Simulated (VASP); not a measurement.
LiF: single point with PBEsol

LiF:

```
Li F
1.0
     0.00000    1.99487    1.99487
     1.99487    0.00000    1.99487
     1.99487    1.99487    0.00000
Li F
1 1
Cartesian
  0.0000 0.0000 0.0000
  1.9949 1.9949 1.9949
```

```yaml
Program: VASP 6.6.1
Task: single point
Functional: PBEsol
Potentials_or_basis: VASP PAW PBE potentials, release 64 (Li_sv, F)
Cutoff: 750 eV
k_mesh: 10 × 10 × 10
Occupations: gaussian, width 0.01 eV
Spin: no spin polarisation
Dipole_correction: no
Further_INCAR_settings: ALGO = Normal; EDIFF = 1e-06; NBANDS = 12
```

```yaml
Pressure: 0.6 GPa
Band_gap_on_the_k_mesh: 9.16 eV
```

Levels at points of the mesh, in eV from the valence-band top:
```tsv
k point	band 1	band 2	band 3	band 4	band 5	band 6	band 7	band 8	band 9	band 10
(0.00, 0.00, 0.00)	-40.13	-19.94	0.00	0.00	0.00	9.16	24.20	24.20	24.20	24.40
(0.50, 0.00, 0.00)	-40.06	-19.48	-2.65	-0.24	-0.24	10.73	16.88	18.97	18.97	30.69
(0.50, 0.50, 0.00)	-40.04	-19.18	-3.19	-1.06	-1.06	14.90	16.33	17.66	20.42	20.42
```

It took 8.6 s on 1 thread of AMD EPYC 9R45 96-Core Processor (Zen 5), with other jobs on the host, peak memory 0.12 GiB.

Caveat: the PAW data sets were made with another functional, which shifts forces and pressure a little. Expect the measured gap to be larger: semilocal functionals such as PBEsol lack the derivative discontinuity.
